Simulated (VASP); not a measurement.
# Sn3Se (Pm-3m) in VASP: a series of runs

Runs on Sn3Se. Level: LDA. Tasks: single point.

Program: VASP 6.6.1. These are calculated values, not measurements. Logs are shortened: lines on timing, memory, paths and dates and some standing lists are left out, and cuts for length are marked.

**1. The cell of the first run**

It takes space group Pm-3m (No. 221, cubic). Conventional cell: a = 4.773 Å, b = 4.773 Å, c = 4.773 Å, α = 90.00°, β = 90.00°, γ = 90.00°. Sn (site symmetry 4/mmm) has 8 Sn at 3.38 Å and 4 Se at 3.38 Å within 4.4 Å. Se (site symmetry m-3m) has 12 Sn at 3.38 Å within 4.4 Å.

**2. Single point, LDA**

INCAR reads:

```
PREC = Accurate
ENCUT = 520
EDIFF = 1E-7
ISMEAR = -1
SIGMA = 0.05
LREAL = False
LASPH = True
NELM = 60
ALGO = Normal
ISIF = 2
LWAVE = False
LCHARG = False
NBANDS = 32
```

KPOINTS reads:

```
Automatic mesh
0
Gamma
  6 6 6
```

POSCAR reads:

```
Sn3Se
1.0
    4.7732830874      0.0000000000      0.0000000000
    0.0000000000      4.7732830874      0.0000000000
    0.0000000000      0.0000000000      4.7732830874
Sn Se
3 1
Direct
    0.5000000000      0.5000000000      0.0000000000
    0.5000000000      0.0000000000      0.5000000000
    0.0000000000      0.5000000000      0.5000000000
    0.0000000000      0.0000000000      0.0000000000
```

Potentials or basis: VASP PAW LDA potentials, release 64 (Sn_d, Se).

Command:

```
cat potpaw_LDA.64/Sn_d/POTCAR potpaw_LDA.64/Se/POTCAR > POTCAR
mpirun -np 1 vasp_std > vasp.out
```

OUTCAR:

```text
PREC = Accurate
   ENCUT = 520
   EDIFF = 1E-7
   ISMEAR = -1
   LREAL = False
   LASPH = True
   NELM = 60
   ISIF = 2

 ion  position               nearest neighbor table
   1  0.500  0.500  0.000-   2 3.38   3 3.38   2 3.38   3 3.38   2 3.38   2 3.38   3 3.38   3 3.38

   2  0.500  0.000  0.500-   1 3.38   3 3.38   1 3.38   1 3.38   3 3.38   1 3.38   3 3.38   3 3.38

   3  0.000  0.500  0.500-   1 3.38   2 3.38   1 3.38   2 3.38   1 3.38   2 3.38   1 3.38   2 3.38

   4  0.000  0.000  0.000-

  LATTYP: Found a simple cubic cell.
 ALAT       =     4.7732830874

  Lattice vectors:

 A1 = (   4.7732830874,   0.0000000000,   0.0000000000)
 A2 = (   0.0000000000,   4.7732830874,   0.0000000000)
 A3 = (   0.0000000000,   0.0000000000,   4.7732830874)

Analysis of symmetry for initial positions (statically):
=====================================================================
 Subroutine PRICEL returns:
 Original cell was already a primitive cell.

 Routine SETGRP: Setting up the symmetry group for a
 simple cubic supercell.

 Subroutine GETGRP returns: Found 48 space group operations
 (whereof 48 operations were pure point group operations)
 out of a pool of 48 trial point group operations.

The static configuration has the point symmetry O_h .

Analysis of symmetry for dynamics (positions and initial velocities):
=====================================================================
 Subroutine PRICEL returns:
 Original cell was already a primitive cell.

 Routine SETGRP: Setting up the symmetry group for a
 simple cubic supercell.

 Subroutine GETGRP returns: Found 48 space group operations
 (whereof 48 operations were pure point group operations)
 out of a pool of 48 trial point group operations.

The dynamic configuration has the point symmetry O_h .

 Subroutine INISYM returns: Found 48 space group operations
 (whereof 48 operations are pure point group operations),
 and found     1 'primitive' translations

----------------------------------------------------------------------------------------

                                     Primitive cell

  volume of cell :     108.7556

  direct lattice vectors                    reciprocal lattice vectors
     4.773283087  0.000000000  0.000000000     0.209499412  0.000000000  0.000000000
     0.000000000  4.773283087  0.000000000     0.000000000  0.209499412  0.000000000
     0.000000000  0.000000000  4.773283087     0.000000000  0.000000000  0.209499412

  length of vectors
     4.773283087  4.773283087  4.773283087     0.209499412  0.209499412  0.209499412

[... 79 lines left out ...]
   EDIFF  = 0.1E-06   stopping-criterion for ELM
   LREAL  =      F    real-space projection
   EDIFFG = 0.1E-05   stopping-criterion for IOM
   NSW    =      0    number of steps for IOM
   IBRION =     -1    ionic relax: 0-MD 1-quasi-New 2-CG
   NFREE  =      0    steps in history (QN), initial steepest desc. (CG)
   ISIF   =      2    stress and relaxation
   ISYM   =      2    0-nonsym 1-usesym 2-fastsym
   POTIM  = 0.5000    time-step for ionic-motion
   TEBEG  =    0.0;   TEEND  =   0.0 temperature during run
   PSTRESS=    0.0 pullay stress
   NELECT =      48.0000    total number of electrons
   NUPDOWN=      -1.0000    fix difference up-down
   EMIN   =  10.00;   EMAX   =-10.00  energy-range for DOS
   EFERMI =   0.00;   METHOD = LEGACY
   ISMEAR =    -1;   SIGMA  =   0.05  broadening in eV -4-tet -1-fermi 0-gaus
   EFERMI_NEDOS =   21; number of points for ismear=-14 and -15
   IALGO  =     38    algorithm
   IMIX   =      4    mixing-type and parameters
     AMIX     =   0.40;   BMIX     =  1.00
     AMIX_MAG =   1.60;   BMIX_MAG =  1.00
  volume/ion in A,a.u.               =      27.19       183.48
  Fermi-wavevector in a.u.,A,eV,Ry     =   1.246440  2.355430 21.138184  1.553613
  Thomas-Fermi vector in A             =   2.380617
   LORBIT       =      0    0 simple, 1 ext, 2 COOP (PROOUT), +10 PAW based schemes
   GGA     = CA    functional components
   LHFCALC =     F    Hartree Fock is set to
   AEXX    =    0.0000 exact exchange contribution
   IVDW    =     0    specifies the selected vdW correction
   LEPSILON=     F    determine dielectric tensor
   LRPA    =     F    only Hartree local field effects (RPA)
 non-spin polarized calculation
  energy-cutoff  :      520.00
  volume of cell :      108.76
 maximum number of plane-waves:      3016
 NGX is ok and might be reduce to    36
   NGX = 17   NGY = 17   NGZ = 17

 number of electron      48.0000031 magnetization

 Free energy of the ion-electron system (eV)
  ---------------------------------------------------
  ext. energy  EPLUGINS =         0.00000000
  ---------------------------------------------------
  free energy    TOTEN  =       -17.34802113 eV

  energy without entropy =      -17.32765315  energy(sigma->0) =      -17.33783714

 E-fermi :   6.7767     XC(G=0): -10.3197

 val. band max:        6.7514169641   @ k =   0.0000   0.0000   0.0000
 cond. band min:       6.7913794129   @ k =   0.5000   0.1667   0.1667
 fundamental gap:      0.0399624488
 Fermi energy:         6.7766989679

 k-point     1 :       0.0000    0.0000    0.0000
  band No.  band energies     occupation
      1     -14.8851      2.00000
      2     -14.8851      2.00000
      3     -14.8851      2.00000
      4     -14.8650      2.00000
      5     -14.8650      2.00000
      6     -14.8329      2.00000
[... 689 lines left out ...]
     31      12.6574      0.00000
     32      13.6587      0.00000

------------------------ aborting loop because EDIFF is reached ----------------------------------------

  FORCE on cell =-STRESS in cart. coord.  units (eV):
  Direction    XX          YY          ZZ          XY          YZ          ZX
  --------------------------------------------------------------------------------------
  -------------------------------------------------------------------------------------
  Total       -3.1744983     -3.1744983     -3.1744983     -0.0000000     -0.0000000      0.0000000
  in kB      -46.7664185    -46.7664185    -46.7664185     -0.0000000     -0.0000000      0.0000000
  external PRESSURE =     -46.7664185 kB  Pullay stress =       0.0000000 kB

 VOLUME and BASIS-vectors are now :
 -----------------------------------------------------------------------------
  energy-cutoff  :      520.00
  volume of cell :      108.76
      direct lattice vectors                 reciprocal lattice vectors
     4.773283087  0.000000000  0.000000000     0.209499412  0.000000000  0.000000000
     0.000000000  4.773283087  0.000000000     0.000000000  0.209499412  0.000000000
     0.000000000  0.000000000  4.773283087     0.000000000  0.000000000  0.209499412

 POSITION                                       TOTAL-FORCE (eV/Angst)
 -----------------------------------------------------------------------------------
      2.38664      2.38664      0.00000         0.000000      0.000000      0.000000
      2.38664      0.00000      2.38664         0.000000      0.000000      0.000000
      0.00000      2.38664      2.38664         0.000000      0.000000      0.000000
      0.00000      0.00000      0.00000         0.000000      0.000000      0.000000
 -----------------------------------------------------------------------------------
    total drift:                                0.000000      0.000000      0.000000

  FREE ENERGIE OF THE ION-ELECTRON SYSTEM (eV)
  ---------------------------------------------------
  free  energy   TOTEN  =       -17.3480211274 eV

  energy  without entropy=      -17.3276531457  energy(sigma->0) =      -17.33783714
```

Run time: 96 s. Hardware: 1 thread of AMD EPYC 7R13, shared host; peak memory 0.18 GiB.

What came out:

* Free energy: -17.3480 eV
* Pressure: -4.7 GPa
* Band gap on the k mesh: zero (band 24 reaches 8.69 eV, above the bottom of band 25 at 6.50 eV)

Caveat: spin-orbit coupling is left out, which moves the levels of the heavy elements.

**3. Single point, LDA**

This run uses another cell than the first one, of 27.72 Å³/atom, 1.020 times its volume.

INCAR reads:

```
SYSTEM = Sn3Se
  ALGO = Normal
  EDIFF = 1E-6
  ENCUT = 520
  GGA = CA
  ISIF = 2
  ISMEAR = -1
  LASPH = .True.
  LCHARG = .False.
  LREAL = .False.
  LWAVE = .False.
  NBANDS = 32
  NELM = 80
  PREC = Accurate
  SIGMA = 0.05
```

KPOINTS reads:

```
k-points
0
Gamma
  6 6 6
  0 0 0
```

POSCAR reads:

```
Sn3Se
1.0
    4.8042793006      0.0000000000      0.0000000000
    0.0000000000      4.8042793006      0.0000000000
    0.0000000000      0.0000000000      4.8042793006
Sn Se
3 1
Direct
    0.5000000000      0.5000000000      0.0000000000
    0.5000000000      0.0000000000      0.5000000000
    0.0000000000      0.5000000000      0.5000000000
    0.0000000000      0.0000000000      0.0000000000
```

Potentials or basis: VASP PAW LDA potentials, release 64 (Sn_d, Se).

Command:

```
cat potpaw_LDA.64/Sn_d/POTCAR potpaw_LDA.64/Se/POTCAR > POTCAR
mpirun -np 1 vasp_std > vasp.out
```

Run time: 79 s. Hardware: 1 thread of AMD EPYC 7R13, shared host; peak memory 0.18 GiB.

Results (log left out):

- Free energy: -17.2816 eV
- Pressure: -5.4 GPa
- Band gap on the k mesh: zero (band 24 reaches 8.42 eV, above the bottom of band 25 at 6.27 eV)

Levels at points of the mesh, in eV from the Fermi level:
```csv
k point,band 20,band 21,band 22,band 23,band 24,band 25,band 26,band 27,band 28,band 29
"(0.00, 0.00, 0.00)",-4.08,-4.08,-4.08,-0.02,-0.02,-0.02,2.18,2.18,2.18,4.28
"(0.50, 0.00, 0.00)",-3.05,-3.05,-1.76,-1.66,-1.66,-0.05,1.72,1.90,2.09,2.09
"(0.50, 0.50, 0.00)",-2.40,-2.27,-2.02,-2.02,-0.69,0.13,0.13,0.15,2.97,2.97
"(0.50, 0.50, 0.50)",-4.97,-4.97,-4.97,-4.45,1.86,1.86,1.86,5.56,5.56,5.76
```

Caveat: spin-orbit coupling is left out, which moves the levels of the heavy elements.
